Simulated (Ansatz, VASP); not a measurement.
**One calculation of La2O3, two programs**

```xyz
5
Lattice="3.9308 0.0000 0.0000 -1.9654 3.4042 0.0000 0.0000 0.0000 6.1120" Properties=species:S:1:pos:R:3 pbc="T T T"
La    1.9654    1.1347    4.6070
La    0.0000    2.2694    1.5050
O     1.9654    1.1347    2.1643
O     0.0000    2.2694    3.9477
O     0.0000    0.0000    0.0000
```

Alike in both runs: task single point; functional PBEsol; k mesh 6 × 6 × 4; no spin polarisation.

|  | VASP | Ansatz |
| --- | --- | --- |
| version | VASP 6.6.1 | Ansatz 0.2.0 |
| potentials or method | VASP PAW PBE potentials, release 64 (La, O) | plane waves, PAW |
| plane-wave cutoff (eV) | 520 | 420 |
| occupations | fermi-dirac, width 0.1 eV | fermi-dirac |
| valence electrons in the cell | 40 | 40 |

```tsv
	VASP	Ansatz	Ansatz less VASP
pressure (GPa)	-3.2	-3.0	+0.20
traceless stress, the component that is largest in VASP (GPa)	0.25	0.24	-0.017
```

VASP's potentials were made for PBE, not for PBEsol.

Neither program's run includes spin-orbit coupling.
